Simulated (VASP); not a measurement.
# MoS2 (R3m) in VASP: a series of runs

The runs below take MoS2 through single point, with PBE, r2SCAN.

All numbers are computed with VASP 6.6.1; they aren't measurements. Logs are shortened: lines on timing, memory, paths and dates and some standing lists are left out, and cuts for length are marked.

### 1 The cell of the first run

It takes space group R3m (No. 160, trigonal). Conventional cell: a = 3.175 Å, b = 3.175 Å, c = 18.582 Å, α = 90.00°, β = 90.00°, γ = 120.00°. Within 3.2 Å of Mo (site symmetry 3m) lie 6 S at 2.40 Å and 6 Mo at 3.18 Å. Within 3.2 Å of S (site symmetry 3m) lie 3 Mo at 2.40 Å and 7 S at 3.11 to 3.18 Å. Within 3.2 Å of S (site symmetry 3m) lie 3 Mo at 2.40 Å and 7 S at 3.11 to 3.18 Å.

### 2 Single point, PBE

File INCAR:

```
SYSTEM = MoS2
PREC = Accurate
ENCUT = 520
EDIFF = 1E-6
ISMEAR = 0
SIGMA = 0.01
LREAL = .FALSE.
LASPH = .TRUE.
NELM = 100
ALGO = Normal
ISIF = 2
LWAVE = .FALSE.
LCHARG = .TRUE.
GGA = PE
LELF = .TRUE.
LVHAR = .TRUE.
NBANDS = 20
```

File KPOINTS:

```
Automatic mesh
0
G
  6 6 6
  0 0 0
```

File POSCAR:

```
MoS2
1.0
    1.5875903433      0.9165957121      6.1939280585
   -1.5875903433      0.9165957121      6.1939280585
    0.0000000000     -1.8331914241      6.1939280585
Mo S
1 2
Direct
    0.0000965174      0.0000965174      0.0000965174
    0.2497906776      0.2497906776      0.2497906776
    0.4171128050      0.4171128050      0.4171128050
```

Potentials or basis: VASP PAW PBE potentials, release 64 (Mo_sv, S).

On the command line:

```sh
cat potpaw_PBE.64/Mo_sv/POTCAR potpaw_PBE.64/S/POTCAR > POTCAR
mpirun -np 1 vasp_std > vasp.out
```

OUTCAR:

```text
SYSTEM = MoS2
   PREC = Accurate
   ENCUT = 520
   EDIFF = 1E-6
   ISMEAR = 0
   LREAL = .FALSE.
   LASPH = .TRUE.
   NELM = 100
   ISIF = 2
   GGA = PE

 ion  position               nearest neighbor table
   1  0.000  0.000  0.000-   2 2.40   2 2.40   2 2.40   3 2.40   3 2.40   3 2.40
   2  0.250  0.250  0.250-   1 2.40   1 2.40   1 2.40
   3  0.417  0.417  0.417-   1 2.40   1 2.40   1 2.40

  LATTYP: Found a trigonal (rhomboedric) cell.
 ALAT       =     6.4595151205
 COS(alpha) =     0.8791888399

  Lattice vectors:

 A1 = (   1.5875903433,   0.9165957121,   6.1939280585)
 A2 = (  -1.5875903433,   0.9165957121,   6.1939280585)
 A3 = (   0.0000000000,  -1.8331914241,   6.1939280585)

Analysis of symmetry for initial positions (statically):
=====================================================================
 Subroutine PRICEL returns:
 Original cell was already a primitive cell.

 Routine SETGRP: Setting up the symmetry group for a
 trigonal (rhombohedral) supercell.

 Subroutine GETGRP returns: Found  6 space group operations
 (whereof  6 operations were pure point group operations)
 out of a pool of 12 trial point group operations.

The static configuration has the point symmetry C_3v.

Analysis of symmetry for dynamics (positions and initial velocities):
=====================================================================
 Subroutine PRICEL returns:
 Original cell was already a primitive cell.

 Routine SETGRP: Setting up the symmetry group for a
 trigonal (rhombohedral) supercell.

 Subroutine GETGRP returns: Found  6 space group operations
 (whereof  6 operations were pure point group operations)
 out of a pool of 12 trial point group operations.

The dynamic configuration has the point symmetry C_3v.

 Subroutine INISYM returns: Found  6 space group operations
 (whereof  6 operations are pure point group operations),
 and found     1 'primitive' translations

----------------------------------------------------------------------------------------

                                     Primitive cell

  volume of cell :      54.0796

  direct lattice vectors                    reciprocal lattice vectors
     1.587590343  0.916595712  6.193928059     0.314942707  0.181832257  0.053816145
    -1.587590343  0.916595712  6.193928059    -0.314942707  0.181832257  0.053816145
     0.000000000 -1.833191424  6.193928059     0.000000000 -0.363664513  0.053816145

  length of vectors
     6.459515120  6.459515120  6.459515120     0.367624884  0.367624884  0.367624884

  position of ions in fractional coordinates (direct lattice)
     0.000096517  0.000096517  0.000096517
     0.249790678  0.249790678  0.249790678
     0.417112805  0.417112805  0.417112805

  ion indices of the primitive-cell ions
   primitive index   ion index
                 1           1
                 2           2
                 3           3

----------------------------------------------------------------------------------------

 KPOINTS: Automatic mesh

Automatic generation of k-mesh.
 Grid dimensions read from file:
 generate k-points for:    6    6    6

 Generating k-lattice:

  Cartesian coordinates                     Fractional coordinates (reciprocal lattice)
     0.052490451  0.030305376  0.008969358     0.166666667  0.000000000 -0.000000000
    -0.052490451  0.030305376  0.008969358     0.000000000  0.166666667 -0.000000000
     0.000000000 -0.060610752  0.008969358    -0.000000000 -0.000000000  0.166666667

  Length of vectors
     0.061270814  0.061270814  0.061270814

  Shift w.r.t. Gamma in fractional coordinates (k-lattice)
     0.000000000  0.000000000  0.000000000

 Subroutine IBZKPT returns following result:
 ===========================================

 Found     32 irreducible k-points:

 Following reciprocal coordinates:
            Coordinates               Weight
  0.000000  0.000000  0.000000      1.000000
  0.166667  0.000000  0.000000      6.000000
  0.333333 -0.000000  0.000000      6.000000
  0.500000  0.000000 -0.000000      3.000000
  0.166667  0.166667  0.000000      6.000000
  0.333333  0.166667  0.000000     12.000000
[... 16 lines left out ...]
  0.500000  0.500000  0.166667      6.000000
 -0.333333  0.500000  0.166667     12.000000
 [... further k-points ...]
   k-points           NKPTS =     32   k-points in BZ     NKDIM =     32   number of bands    NBANDS=     20
   number of dos      NEDOS =    301   number of ions     NIONS =      3
   total plane-waves  NPLWV = 110592
   dimension x,y,z NGX =    48 NGY =   48 NGZ =   48
   dimension x,y,z NGXF=    96 NGYF=   96 NGZF=   96
   ions per type =               1   2
   NGX,Y,Z   is equivalent  to a cutoff of  12.35, 12.35, 12.35 a.u.
   NGXF,Y,Z  is equivalent  to a cutoff of  24.71, 24.71, 24.71 a.u.
 SYSTEM =  MoS2
   PREC   = accura    normal or accurate (medium, high low for compatibility)
   ISTART =      0    job   : 0-new  1-cont  2-samecut
   ICHARG =      2    charge: 1-file 2-atom 10-const
   ISPIN  =      1    spin polarized calculation?
   LNONCOLLINEAR =      F non collinear calculations
   LSORBIT =      F    spin-orbit coupling
   LASPH  =      T    aspherical Exc in radial PAW
   ENCUT  =  520.0 eV  38.22 Ry    6.18 a.u.  12.01 12.01 12.01*2*pi/ulx,y,z
   NELM   =    100;   NELMIN=  2; NELMDL= -5     # of ELM steps
   EDIFF  = 0.1E-05   stopping-criterion for ELM
   LREAL  =      F    real-space projection
   EDIFFG = 0.1E-04   stopping-criterion for IOM
   NSW    =      0    number of steps for IOM
   IBRION =     -1    ionic relax: 0-MD 1-quasi-New 2-CG
   NFREE  =      0    steps in history (QN), initial steepest desc. (CG)
   ISIF   =      2    stress and relaxation
   ISYM   =      2    0-nonsym 1-usesym 2-fastsym
   POTIM  = 0.5000    time-step for ionic-motion
   TEBEG  =    0.0;   TEEND  =   0.0 temperature during run
   PSTRESS=    0.0 pullay stress
   NELECT =      26.0000    total number of electrons
   NUPDOWN=      -1.0000    fix difference up-down
   EMIN   =  10.00;   EMAX   =-10.00  energy-range for DOS
   EFERMI =   0.00;   METHOD = LEGACY
   ISMEAR =     0;   SIGMA  =   0.01  broadening in eV -4-tet -1-fermi 0-gaus
   EFERMI_NEDOS =   21; number of points for ismear=-14 and -15
   IALGO  =     38    algorithm
   IMIX   =      4    mixing-type and parameters
     AMIX     =   0.40;   BMIX     =  1.00
     AMIX_MAG =   1.60;   BMIX_MAG =  1.00
  volume/ion in A,a.u.               =      18.03       121.65
  Fermi-wavevector in a.u.,A,eV,Ry     =   1.282492  2.423559 22.378674  1.644786
  Thomas-Fermi vector in A             =   2.414800
   LORBIT       =      0    0 simple, 1 ext, 2 COOP (PROOUT), +10 PAW based schemes
   GGA     = PE    functional components
   LHFCALC =     F    Hartree Fock is set to
   AEXX    =    0.0000 exact exchange contribution
   IVDW    =     0    specifies the selected vdW correction
   LEPSILON=     F    determine dielectric tensor
   LRPA    =     F    only Hartree local field effects (RPA)
 non-spin polarized calculation
 Gauss-broadening in eV      SIGMA  =   0.01
  energy-cutoff  :      520.00
  volume of cell :       54.08
 maximum number of plane-waves:      1469
   NGX = 23   NGY = 23   NGZ = 23

 number of electron      25.9999998 magnetization

 Free energy of the ion-electron system (eV)
  ---------------------------------------------------
  ext. energy  EPLUGINS =         0.00000000
  ---------------------------------------------------
  free energy    TOTEN  =       -21.81307669 eV

  energy without entropy =      -21.81307669  energy(sigma->0) =      -21.81307669

 E-fermi :   7.6300     XC(G=0): -10.7471

 val. band max:        7.3987772962   @ k =   0.5000   0.5000   0.5000
 cond. band min:       8.3675425204   @ k =  -0.1667   0.1667   0.0000
 fundamental gap:      0.9687652241
 Fermi energy:         7.6299539760

 k-point     1 :       0.0000    0.0000    0.0000
  band No.  band energies     occupation
      1     -54.1369      2.00000
      2     -28.2886      2.00000
      3     -28.0724      2.00000
      4     -28.0724      2.00000
      5      -7.5590      2.00000
      6      -5.9111      2.00000
[... 12 lines left out ...]
     19      15.5266      0.00000
     20      15.8817      0.00000

 k-point     2 :       0.1667    0.0000    0.0000
  band No.  band energies     occupation
      1     -54.1272      2.00000
      2     -28.2694      2.00000
      3     -28.1700      2.00000
      4     -28.0946      2.00000
      5      -7.1513      2.00000
      6      -5.7816      2.00000
[... 12 lines left out ...]
     19      16.0246      0.00000
     20      16.5694      0.00000

 k-point     3 :       0.3333   -0.0000    0.0000
  band No.  band energies     occupation
      1     -54.1079      2.00000
      2     -28.3608      2.00000
      3     -28.2307      2.00000
      4     -28.1388      2.00000
      5      -6.1936      2.00000
      6      -5.4835      2.00000
[... 12 lines left out ...]
     19      14.8218      0.00000
     20      15.2216      0.00000

 k-point     4 :       0.5000    0.0000   -0.0000
  band No.  band energies     occupation
      1     -54.0981      2.00000
      2     -28.4542      2.00000
      3     -28.2113      2.00000
      4     -28.1608      2.00000
      5      -5.5882      2.00000
      6      -5.3148      2.00000
[... 12 lines left out ...]
     19      14.2553      0.00000
     20      14.8014      0.00000

 k-point     5 :       0.1667    0.1667    0.0000
  band No.  band energies     occupation
      1     -54.1272      2.00000
      2     -28.2694      2.00000
      3     -28.1700      2.00000
      4     -28.0946      2.00000
      5      -7.1349      2.00000
      6      -5.8095      2.00000
[... 12 lines left out ...]
     19      16.0888      0.00000
     20      16.4726      0.00000
[... 353 lines left out ...]
      6      -5.3706      2.00000
[... 12 lines left out ...]
     19      15.8395      0.00000
     20      16.0703      0.00000

 k-point    22 :      -0.1667    0.3333    0.1667
  band No.  band energies     occupation
      1     -54.0981      2.00000
      2     -28.4066      2.00000
      3     -28.2114      2.00000
      4     -28.2103      2.00000
      5      -5.6060      2.00000
      6      -5.3047      2.00000
[... 12 lines left out ...]
     19      15.5043      0.00000
     20      16.0778      0.00000

 k-point    23 :       0.5000    0.5000    0.1667
  band No.  band energies     occupation
      1     -54.1078      2.00000
      2     -28.3608      2.00000
      3     -28.2308      2.00000
      4     -28.1388      2.00000
      5      -6.0478      2.00000
      6      -5.6654      2.00000
[... 12 lines left out ...]
     19      15.0658      0.00000
     20      15.9989      0.00000

 k-point    24 :      -0.3333    0.5000    0.1667
  band No.  band energies     occupation
      1     -54.0981      2.00000
      2     -28.4066      2.00000
      3     -28.2114      2.00000
      4     -28.2103      2.00000
      5      -5.5097      2.00000
      6      -5.4096      2.00000
[... 12 lines left out ...]
     19      15.5691      0.00000
     20      15.9409      0.00000

 [... further k-points ...]

------------------------ aborting loop because EDIFF is reached ----------------------------------------

  FORCE on cell =-STRESS in cart. coord.  units (eV):
  Direction    XX          YY          ZZ          XY          YZ          ZX
  --------------------------------------------------------------------------------------
  -------------------------------------------------------------------------------------
  Total        0.6111622      0.6111622      1.0691828      0.0000000      0.0000000      0.0000000
  in kB       18.1064545     18.1064545     31.6758926      0.0000000      0.0000000      0.0000000
  external PRESSURE =      22.6296005 kB  Pullay stress =       0.0000000 kB

 VOLUME and BASIS-vectors are now :
 -----------------------------------------------------------------------------
  energy-cutoff  :      520.00
  volume of cell :       54.08
      direct lattice vectors                 reciprocal lattice vectors
     1.587590343  0.916595712  6.193928059     0.314942707  0.181832257  0.053816145
    -1.587590343  0.916595712  6.193928059    -0.314942707  0.181832257  0.053816145
     0.000000000 -1.833191424  6.193928059     0.000000000 -0.363664513  0.053816145

 POSITION                                       TOTAL-FORCE (eV/Angst)
 -----------------------------------------------------------------------------------
      0.00000      0.00000      0.00179         0.000000      0.000000      0.001373
      0.00000      0.00000      4.64156         0.000000     -0.000000     -0.102741
      0.00000      0.00000      7.75070         0.000000      0.000000      0.101368
 -----------------------------------------------------------------------------------
    total drift:                                0.000000      0.000000      0.000000

  FREE ENERGIE OF THE ION-ELECTRON SYSTEM (eV)
  ---------------------------------------------------
  free  energy   TOTEN  =       -21.8130766920 eV

  energy  without entropy=      -21.8130766920  energy(sigma->0) =      -21.81307669
```

Run time: 3.4 min. Hardware: 1 thread of AMD EPYC 7R13, shared host; peak memory 0.28 GiB.

Results:

```
Free energy            : -21.8131 eV
Pressure               : 2.3 GPa
Largest force          : 0.103 eV/Å
Band gap on the k mesh : 0.97 eV, indirect (least direct gap 1.69 eV)
```

Forces in eV/Å, atoms in the order of the input:
```
Mo   0.000  0.000  0.001
S    0.000  0.000 -0.103
S    0.000  0.000  0.101
```

Stress tensor (GPa, compression positive):
```
1.81 0.00 0.00
0.00 1.81 0.00
0.00 0.00 3.17
```

(Continued in part 2 of 2.)
